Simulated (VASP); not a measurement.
# Mg (P6_3/mmc) in VASP: a series of runs

The runs below take Mg through single point, relaxation of cell and atoms, with RPBE+D4, BLYP, PBEsol, PBEsol+D3(BJ).

All numbers are computed with VASP 6.6.1; they aren't measurements. Logs are shortened: lines on timing, memory, paths and dates and some standing lists are left out, and cuts for length are marked.

## 1. The cell of the first run

Symmetry: P6_3/mmc, No. 194, hexagonal system. Conventional cell: a = 3.231 Å, b = 3.231 Å, c = 5.245 Å, α = 90.00°, β = 90.00°, γ = 120.00°. Mg (site symmetry -6m2) has 12 Mg at 3.22 to 3.23 Å within 4.2 Å.

## 2. Single point, RPBE+D4

INCAR

```
SYSTEM = Mg
ALGO     = Fast           ! electronic algorithm
EDIFF    = 1E-6           ! SCF threshold, eV
ENCUT    = 520            ! plane-wave cutoff, eV
GGA      = RP             ! functional
ISIF     = 2              ! what is computed and relaxed
ISMEAR   = -1             ! smearing method
IVDW     = 13             ! dispersion correction
LASPH    = .TRUE.         ! aspherical terms in the spheres
LCHARG   = .TRUE.         ! write CHGCAR
LELF     = .TRUE.         ! ELF
LREAL    = .FALSE.        ! projectors in reciprocal space
LVHAR    = .TRUE.       
LWAVE    = .FALSE.        ! write WAVECAR
NBANDS   = 9              ! bands
NELM     = 100            ! most SCF steps
PREC     = Accurate       ! precision mode
SIGMA    = 0.05           ! smearing width, eV
```

KPOINTS

```
k-points
0
G
  10 10 5
  0 0 0
```

POSCAR

```
Mg
1.0
    3.2305542618      0.0000000000      0.0000000000
   -1.6152771309      2.7977420591      0.0000000000
    0.0000000000      0.0000000000      5.2448063036
Mg
2
Direct
    0.6666666667      0.3333333333      0.7500000000
    0.3333333333      0.6666666667      0.2500000000
```

Potentials or basis: VASP PAW PBE potentials, release 64 (Mg).

Run with:

```bash
> cat potpaw_PBE.64/Mg/POTCAR > POTCAR
> mpirun -np 1 vasp_std > vasp.out
```

OUTCAR:

```text
SYSTEM = Mg
   EDIFF = 1E-6
   ENCUT = 520
   GGA = RP
   ISIF = 2
   ISMEAR = -1
   IVDW = 13
   LASPH = .TRUE.
   LREAL = .FALSE.
   NELM = 100
   PREC = Accurate

 ion  position               nearest neighbor table
   1  0.667  0.333  0.750-   2 3.22   2 3.22   2 3.22   2 3.22   2 3.22   2 3.22
   2  0.333  0.667  0.250-   1 3.22   1 3.22   1 3.22   1 3.22   1 3.22   1 3.22

  LATTYP: Found a hexagonal cell.
 ALAT       =     3.2305542618
 C/A-ratio  =     1.6235004518

  Lattice vectors:

 A1 = (   3.2305542618,   0.0000000000,   0.0000000000)
 A2 = (  -1.6152771309,   2.7977420591,   0.0000000000)
 A3 = (   0.0000000000,   0.0000000000,   5.2448063036)

Analysis of symmetry for initial positions (statically):
=====================================================================
 Subroutine PRICEL returns:
 Original cell was already a primitive cell.

 Routine SETGRP: Setting up the symmetry group for a
 hexagonal supercell.

 Subroutine GETGRP returns: Found 24 space group operations
 (whereof 12 operations were pure point group operations)
 out of a pool of 24 trial point group operations.

The static configuration has the point symmetry D_3d.
 The point group associated with its full space group is D_6h.

Analysis of symmetry for dynamics (positions and initial velocities):
=====================================================================
 Subroutine PRICEL returns:
 Original cell was already a primitive cell.

 Routine SETGRP: Setting up the symmetry group for a
 hexagonal supercell.

 Subroutine GETGRP returns: Found 24 space group operations
 (whereof 12 operations were pure point group operations)
 out of a pool of 24 trial point group operations.

The dynamic configuration has the point symmetry D_3d.
 The point group associated with its full space group is D_6h.

 Subroutine INISYM returns: Found 24 space group operations
 (whereof 12 operations are pure point group operations),
 and found     1 'primitive' translations

----------------------------------------------------------------------------------------

                                     Primitive cell

  volume of cell :      47.4039

  direct lattice vectors                    reciprocal lattice vectors
     3.230554262  0.000000000  0.000000000     0.309544406  0.178715546  0.000000000
    -1.615277131  2.797742059  0.000000000     0.000000000  0.357431092  0.000000000
     0.000000000  0.000000000  5.244806304     0.000000000  0.000000000  0.190664811

  length of vectors
     3.230554262  3.230554262  5.244806304     0.357431092  0.357431092  0.190664811

  position of ions in fractional coordinates (direct lattice)
     0.666666667  0.333333333  0.750000000
     0.333333333  0.666666667  0.250000000

  ion indices of the primitive-cell ions
   primitive index   ion index
                 1           1
                 2           2

----------------------------------------------------------------------------------------

 KPOINTS: k-points

Automatic generation of k-mesh.
 Grid dimensions read from file:
 generate k-points for:   10   10    5

 Generating k-lattice:

  Cartesian coordinates                     Fractional coordinates (reciprocal lattice)
     0.030954441  0.017871555  0.000000000     0.100000000  0.000000000  0.000000000
     0.000000000  0.035743109  0.000000000     0.000000000  0.100000000  0.000000000
     0.000000000  0.000000000  0.038132962     0.000000000  0.000000000  0.200000000

  Length of vectors
     0.035743109  0.035743109  0.038132962

  Shift w.r.t. Gamma in fractional coordinates (k-lattice)
     0.000000000  0.000000000  0.000000000

 Subroutine IBZKPT returns following result:
 ===========================================

 Found     42 irreducible k-points:

 Following reciprocal coordinates:
            Coordinates               Weight
  0.000000  0.000000  0.000000      1.000000
  0.100000 -0.000000  0.000000      6.000000
  0.200000 -0.000000  0.000000      6.000000
  0.300000  0.000000  0.000000      6.000000
  0.400000  0.000000  0.000000      6.000000
  0.500000  0.000000  0.000000      3.000000
[... 16 lines left out ...]
  0.300000  0.100000  0.200000     24.000000
  0.400000  0.100000  0.200000     24.000000
 [... further k-points ...]
   k-points           NKPTS =     42   k-points in BZ     NKDIM =     42   number of bands    NBANDS=      9
   number of dos      NEDOS =    301   number of ions     NIONS =      2
   total plane-waves  NPLWV =  23040
   dimension x,y,z NGX =    24 NGY =   24 NGZ =   40
   dimension x,y,z NGXF=    48 NGYF=   48 NGZF=   80
   ions per type =               2
   NGX,Y,Z   is equivalent  to a cutoff of  12.35, 12.35, 12.68 a.u.
   NGXF,Y,Z  is equivalent  to a cutoff of  24.70, 24.70, 25.36 a.u.
 SYSTEM =  Mg
   PREC   = accura    normal or accurate (medium, high low for compatibility)
   ISTART =      0    job   : 0-new  1-cont  2-samecut
   ICHARG =      2    charge: 1-file 2-atom 10-const
   ISPIN  =      1    spin polarized calculation?
   LNONCOLLINEAR =      F non collinear calculations
   LSORBIT =      F    spin-orbit coupling
   LASPH  =      T    aspherical Exc in radial PAW
   ENCUT  =  520.0 eV  38.22 Ry    6.18 a.u.   6.01  6.01  9.75*2*pi/ulx,y,z
   NELM   =    100;   NELMIN=  2; NELMDL= -5     # of ELM steps
   EDIFF  = 0.1E-05   stopping-criterion for ELM
   LREAL  =      F    real-space projection
   EDIFFG = 0.1E-04   stopping-criterion for IOM
   NSW    =      0    number of steps for IOM
   IBRION =     -1    ionic relax: 0-MD 1-quasi-New 2-CG
   NFREE  =      0    steps in history (QN), initial steepest desc. (CG)
   ISIF   =      2    stress and relaxation
   ISYM   =      2    0-nonsym 1-usesym 2-fastsym
   POTIM  = 0.5000    time-step for ionic-motion
   TEBEG  =    0.0;   TEEND  =   0.0 temperature during run
   PSTRESS=    0.0 pullay stress
   NELECT =       4.0000    total number of electrons
   NUPDOWN=      -1.0000    fix difference up-down
   EMIN   =  10.00;   EMAX   =-10.00  energy-range for DOS
   EFERMI =   0.00;   METHOD = LEGACY
   ISMEAR =    -1;   SIGMA  =   0.05  broadening in eV -4-tet -1-fermi 0-gaus
   EFERMI_NEDOS =   21; number of points for ismear=-14 and -15
   IALGO  =     68    algorithm
   IMIX   =      4    mixing-type and parameters
     AMIX     =   0.40;   BMIX     =  1.00
     AMIX_MAG =   1.60;   BMIX_MAG =  1.00
  volume/ion in A,a.u.               =      23.70       159.95
  Fermi-wavevector in a.u.,A,eV,Ry     =   0.718053  1.356924  7.015174  0.515601
  Thomas-Fermi vector in A             =   1.806892
   LORBIT       =      0    0 simple, 1 ext, 2 COOP (PROOUT), +10 PAW based schemes
   GGA     = RP    functional components
   LHFCALC =     F    Hartree Fock is set to
   AEXX    =    0.0000 exact exchange contribution
   IVDW    =    13    specifies the selected vdW correction
   LEPSILON=     F    determine dielectric tensor
   LRPA    =     F    only Hartree local field effects (RPA)
 non-spin polarized calculation
 RMM-DIIS sequential band-by-band and
  energy-cutoff  :      520.00
  volume of cell :       47.40
 maximum number of plane-waves:      1295
   NGX = 13   NGY = 13   NGZ = 19

 number of electron       4.0000000 magnetization

 Free energy of the ion-electron system (eV)
  ---------------------------------------------------
  ext. energy  EPLUGINS =         0.00000000
  ---------------------------------------------------
  free energy    TOTEN  =        -2.67701807 eV

  energy without entropy =       -2.66514116  energy(sigma->0) =       -2.67107961

 E-fermi :   2.6016     XC(G=0):  -8.2958

 val. band max:        2.5616334119   @ k =   0.4000   0.1000   0.4000
 cond. band min:       2.6198956608   @ k =   0.3000   0.3000   0.0000
 fundamental gap:      0.0582622489
 Fermi energy:         2.6016392479

 k-point     1 :       0.0000    0.0000    0.0000
  band No.  band energies     occupation
      1      -4.2198      2.00000
      2       0.9198      2.00000
      3       1.3593      2.00000
      4      13.3433      0.00000
      5      13.3433      0.00000
      6      13.4334      0.00000
      7      13.4334      0.00000
      8      14.2173      0.00000
      9      15.7394      0.00000

 k-point     2 :       0.1000   -0.0000    0.0000
  band No.  band energies     occupation
      1      -4.0273      2.00000
      2       1.0967      2.00000
      3       1.5462      2.00000
      4      10.5827      0.00000
      5      11.9232      0.00000
      6      12.7090      0.00000
      7      15.0925      0.00000
      8      15.1051      0.00000
      9      15.2157      0.00000

 k-point     3 :       0.2000   -0.0000    0.0000
  band No.  band energies     occupation
      1      -3.4519      2.00000
      2       1.6281      2.00000
      3       2.0959      1.99992
      4       7.6587      0.00000
      5      10.7817      0.00000
      6      11.2442      0.00000
      7      12.3092      0.00000
      8      13.4757      0.00000
      9      15.2808      0.00000

 k-point     4 :       0.3000    0.0000    0.0000
  band No.  band energies     occupation
      1      -2.5003      2.00000
      2       2.5145      1.70200
      3       2.9282      0.00291
      4       5.0849      0.00000
      5       9.6083      0.00000
      6       9.6568      0.00000
      7       9.9679      0.00000
      8      11.8436      0.00000
      9      14.3724      0.00000
[... 205 lines left out ...]
 k-point    22 :       0.2000    0.1000    0.2000
  band No.  band energies     occupation
      1      -2.6635      2.00000
      2       0.5179      2.00000
      3       4.5998      0.00000
      4       6.6487      0.00000
      5       8.2894      0.00000
      6       9.7293      0.00000
      7      11.3299      0.00000
      8      13.2586      0.00000
      9      13.5414      0.00000

 k-point    23 :       0.3000    0.1000    0.2000
  band No.  band energies     occupation
      1      -1.5321      2.00000
      2       1.5903      2.00000
      3       3.9756      0.00000
      4       5.8030      0.00000
      5       6.8730      0.00000
      6       8.0444      0.00000
      7      10.5476      0.00000
      8      11.3925      0.00000
      9      13.2479      0.00000

 k-point    24 :       0.4000    0.1000    0.2000
  band No.  band energies     occupation
      1      -0.0470      2.00000
      2       1.7294      2.00000
      3       3.1695      0.00002
      4       4.8793      0.00000
      5       6.7976      0.00000
      6       7.7724      0.00000
      7       9.2515      0.00000
      8      10.5001      0.00000
      9      12.9413      0.00000

 [... further k-points ...]

------------------------ aborting loop because EDIFF is reached ----------------------------------------

  DFT-D4 for vdW energy calculation

  Edisp (eV):   -0.62240

  FORCE on cell =-STRESS in cart. coord.  units (eV):
  Direction    XX          YY          ZZ          XY          YZ          ZX
  --------------------------------------------------------------------------------------
  -------------------------------------------------------------------------------------
  Total      -0.72032    -0.72032    -0.39583     0.00000     0.00000     0.00000
  in kB     -24.34584   -24.34584   -13.37830     0.00000     0.00000     0.00000
  external pressure =      -20.69 kB  Pullay stress =        0.00 kB

 VOLUME and BASIS-vectors are now :
 -----------------------------------------------------------------------------
  energy-cutoff  :      520.00
  volume of cell :       47.40
      direct lattice vectors                 reciprocal lattice vectors
     3.230554262  0.000000000  0.000000000     0.309544406  0.178715546  0.000000000
    -1.615277131  2.797742059  0.000000000     0.000000000  0.357431092  0.000000000
     0.000000000  0.000000000  5.244806304     0.000000000  0.000000000  0.190664811

 POSITION                                       TOTAL-FORCE (eV/Angst)
 -----------------------------------------------------------------------------------
      1.61528      0.93258      3.93360        -0.000000     -0.000000      0.000000
     -0.00000      1.86516      1.31120         0.000000      0.000000      0.000000
 -----------------------------------------------------------------------------------
    total drift:                                0.000000     -0.000000      0.000000

  FREE ENERGIE OF THE ION-ELECTRON SYSTEM (eV)
  ---------------------------------------------------
  free  energy   TOTEN  =        -3.2994140078 eV

  energy  without entropy=       -3.2875371003  energy(sigma->0) =       -3.29347555
```

It took 9.6 s on 1 thread of Intel Xeon Platinum 8488C (Sapphire Rapids), shared host; peak memory 0.15 GiB.

What came out:

```
Free energy                : -3.2994 eV
Pressure                   : -2.1 GPa
Band gap on the k mesh     : zero (band 2 reaches 3.22 eV, above the bottom of band 3 at 1.36 eV)
Dispersion energy per atom : -0.311 eV
```

Caveat: the PAW data sets were made with another functional, which shifts forces and pressure a little; pairwise dispersion overbinds metals, which lowers pressure and volume.

## 3. Single point, RPBE+D4

This run uses another cell than the first one, of 24.17 Å³/atom, 1.020 times its volume.

INCAR

```
SYSTEM = Mg
PREC     = Accurate       ! precision mode
ENCUT    = 520            ! plane-wave cutoff, eV
EDIFF    = 1E-6           ! SCF threshold, eV
ISMEAR   = -1             ! smearing method
SIGMA    = 0.05           ! smearing width, eV
LREAL    = .FALSE.        ! projectors in reciprocal space
LASPH    = .TRUE.         ! aspherical terms in the spheres
NELM     = 60             ! most SCF steps
ALGO     = Normal         ! electronic algorithm
ISIF     = 2              ! what is computed and relaxed
LWAVE    = .FALSE.        ! write WAVECAR
LCHARG   = .FALSE.        ! write CHGCAR
GGA      = RP             ! functional
IVDW     = 13             ! dispersion correction
NBANDS   = 9              ! bands
```

KPOINTS

```
Automatic mesh
0
G
  10 10 5
  0 0 0
```

POSCAR

```
Mg
1.0
    3.2515324747      0.0000000000      0.0000000000
   -1.6257662373      2.8159097243      0.0000000000
    0.0000000000      0.0000000000      5.2788644417
Mg
2
Direct
    0.6666666667      0.3333333333      0.7500000000
    0.3333333333      0.6666666667      0.2500000000
```

Potentials or basis: VASP PAW PBE potentials, release 64 (Mg).

Run with:

```bash
> cat potpaw_PBE.64/Mg/POTCAR > POTCAR
> mpirun -np 1 vasp_std > vasp.out
```

OUTCAR:

```text
SYSTEM = Mg
   PREC = Accurate
   ENCUT = 520
   EDIFF = 1E-6
   ISMEAR = -1
   LREAL = .FALSE.
   LASPH = .TRUE.
   NELM = 60
   ISIF = 2
   GGA = RP
   IVDW = 13

 ion  position               nearest neighbor table
   1  0.667  0.333  0.750-   2 3.24   2 3.24   2 3.24   2 3.24   2 3.24   2 3.24
   2  0.333  0.667  0.250-   1 3.24   1 3.24   1 3.24   1 3.24   1 3.24   1 3.24

  LATTYP: Found a hexagonal cell.
 ALAT       =     3.2515324747
 C/A-ratio  =     1.6235004518

  Lattice vectors:

 A1 = (   3.2515324747,   0.0000000000,   0.0000000000)
 A2 = (  -1.6257662373,   2.8159097243,   0.0000000000)
 A3 = (   0.0000000000,   0.0000000000,   5.2788644417)

Analysis of symmetry for initial positions (statically):
=====================================================================
 Subroutine PRICEL returns:
 Original cell was already a primitive cell.

 Routine SETGRP: Setting up the symmetry group for a
 hexagonal supercell.

 Subroutine GETGRP returns: Found 24 space group operations
 (whereof 12 operations were pure point group operations)
 out of a pool of 24 trial point group operations.

The static configuration has the point symmetry D_3d.
[... 170 lines left out ...]
  band No.  band energies     occupation
      1      -4.2364      2.00000
      2       0.8530      2.00000
      3       1.2597      2.00000
      4      13.1334      0.00000
      5      13.1334      0.00000
      6      13.1857      0.00000
      7      13.1857      0.00000
      8      14.0078      0.00000
      9      15.4657      0.00000
[... 265 lines left out ...]
 k-point    24 :       0.4000    0.1000    0.2000
  band No.  band energies     occupation
      1      -0.1146      2.00000
      2       1.6442      2.00000
      3       3.0610      0.00003
      4       4.7551      0.00000
      5       6.6606      0.00000
      6       7.5986      0.00000
      7       9.0481      0.00000
      8      10.3029      0.00000
      9      12.6943      0.00000

 [... further k-points ...]

------------------------ aborting loop because EDIFF is reached ----------------------------------------

  DFT-D4 for vdW energy calculation

  Edisp (eV):   -0.61131

  FORCE on cell =-STRESS in cart. coord.  units (eV):
  Direction    XX          YY          ZZ          XY          YZ          ZX
  --------------------------------------------------------------------------------------
  -------------------------------------------------------------------------------------
  Total      -0.90709    -0.90709    -0.56710    -0.00000     0.00000    -0.00000
  in kB     -30.06865   -30.06865   -18.79832    -0.00000     0.00000    -0.00000
  external pressure =      -26.31 kB  Pullay stress =        0.00 kB

 VOLUME and BASIS-vectors are now :
 -----------------------------------------------------------------------------
  energy-cutoff  :      520.00
  volume of cell :       48.33
      direct lattice vectors                 reciprocal lattice vectors
     3.251532475  0.000000000  0.000000000     0.307547290  0.177562510  0.000000000
    -1.625766237  2.815909724  0.000000000     0.000000000  0.355125021  0.000000000
     0.000000000  0.000000000  5.278864442     0.000000000  0.000000000  0.189434681

 POSITION                                       TOTAL-FORCE (eV/Angst)
 -----------------------------------------------------------------------------------
      1.62577      0.93864      3.95915         0.000000     -0.000000      0.000000
     -0.00000      1.87727      1.31972        -0.000000      0.000000      0.000000
 -----------------------------------------------------------------------------------
    total drift:                                0.000000     -0.000000      0.000000

  FREE ENERGIE OF THE ION-ELECTRON SYSTEM (eV)
  ---------------------------------------------------
  free  energy   TOTEN  =        -3.2857610113 eV

  energy  without entropy=       -3.2736681893  energy(sigma->0) =       -3.27971460
```

stdout:

```text
POSCAR found type information on POSCAR Mg
 POSCAR found :  1 types and       2 ions
 scaLAPACK will be used
 -----------------------------------------------------------------------------
|                                                                             |
|                                                                             |
|     You enforced a specific xc type in the INCAR file but a different       |
|     I HOPE YOU KNOW WHAT YOU ARE DOING!                                     |
|                                                                             |
 -----------------------------------------------------------------------------

 LDA part: xc-table for (Slater+PW92), standard interpolation
 POSCAR, INCAR and KPOINTS ok, starting setup
 FFT: planning ... GRIDC
 FFT: planning ... GRID_SOFT
 FFT: planning ... GRID
 WAVECAR not read
 entering main loop
```

Run time: 8.3 s. Hardware: 1 thread of Intel Xeon Platinum 8488C (Sapphire Rapids), shared host; peak memory 0.16 GiB.

Results:

```
Free energy                : -3.2858 eV
Pressure                   : -2.6 GPa
Band gap on the k mesh     : zero (band 2 reaches 3.13 eV, above the bottom of band 3 at 1.26 eV)
Dispersion energy per atom : -0.306 eV
```

Stress tensor (GPa, compression positive):
```
-3.01  0.00  0.00
 0.00 -3.01  0.00
 0.00  0.00 -1.88
```

Caveat: the PAW data sets were made with another functional, which shifts forces and pressure a little; pairwise dispersion overbinds metals, which lowers pressure and volume.

(Continued in part 2 of 2.)
